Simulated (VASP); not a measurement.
Mg5Te3:

```
Mg Te
1.0
     4.20000    0.00000    0.00000
    -2.10000    3.63731    0.00000
     0.00000    0.00000   12.20000
Mg Te
5 3
Direct
  0.66667 0.33333 0.61500
  0.00000 0.00000 0.50000
  0.33333 0.66667 0.38500
  0.33333 0.66667 0.13500
  0.66667 0.33333 0.86500
  0.33333 0.66667 0.73500
  0.66667 0.33333 0.26500
  0.00000 0.00000 0.00000
```

| Quantity | Value |
| --- | --- |
| Program | VASP 6.6.1 |
| Task | relaxation of cell and atoms |
| Functional | PBE |
| Potentials or basis | VASP PAW PBE potentials, release 64 (Mg, Te) |
| Cutoff | 600 eV |
| k mesh | 5 × 5 × 2 |
| Occupations | gaussian, width 0.2 eV |
| Spin | no spin polarisation |

At the start: pressure 7.7 GPa; volume 23.30 Å³/atom.

Task: Where does the relaxation end?

Result: Over 22 steps the energy falls by 134.4 meV/atom and the volume is 28.01 Å³/atom (+20.2 %); space group P-3m1 (No. 164, to 0.1 Å) before and after.

The path:
```
step  energy change (eV)  largest force (eV/Å)  pressure (GPa)  volume (Å³)
   1              0.0000                0.8064            7.71       186.38
   2             -0.7409                0.3473           -0.38       218.22
   3             -0.7409                0.3496           -0.34       217.98
   4             -0.7798                0.2513           -0.19       217.15
   5             -0.8109                0.3554            0.11       215.56
   6             -0.8113                0.3708            0.15       215.35
   7             -0.8346                0.3286            0.08       216.04
   8             -0.8866                0.1953           -0.11       218.12
   9             -0.9112                0.2717           -0.29       222.28
  10             -0.9145                0.2416           -0.27       221.24
  11             -0.9358                0.1607            0.53       217.23
  12             -0.9359                0.1536            0.61       216.88
  13             -0.9523                0.0809            0.34       218.65
  14             -0.9722                0.2121           -0.16       222.53
  15             -0.9096                0.6849           -0.95       230.21
  16             -0.9728                0.2711           -0.25       223.35
  17             -0.9871                0.3011           -0.30       224.03
  18             -1.0095                0.4299           -0.46       225.91
  19             -1.0361                0.3654           -0.16       224.36
  20             -1.0423                0.3185            0.07       223.28
  21             -1.0630                0.1922            0.03       223.59
  22             -1.0755                0.0203            0.01       224.09
```

Final structure:
```yaml
crystal:
  lattice:
    - [4.14169, 0.00000, 0.00000]
    - [-2.07084, 3.58681, 0.00000]
    - [0.00000, 0.00000, 15.08456]
  atoms:
    - { symbol: Mg, position: [0.66667, 0.33333, 0.65365] }
    - { symbol: Mg, position: [0.00000, 0.00000, 0.50000] }
    - { symbol: Mg, position: [0.33333, 0.66667, 0.34635] }
    - { symbol: Mg, position: [0.33333, 0.66667, 0.11523] }
    - { symbol: Mg, position: [0.66667, 0.33333, 0.88477] }
    - { symbol: Te, position: [0.33333, 0.66667, 0.76762] }
    - { symbol: Te, position: [0.66667, 0.33333, 0.23238] }
    - { symbol: Te, position: [0.00000, 0.00000, 0.00000] }
```

Caveat: the volume moved by over 15 % at a fixed basis, so the end points are rough.
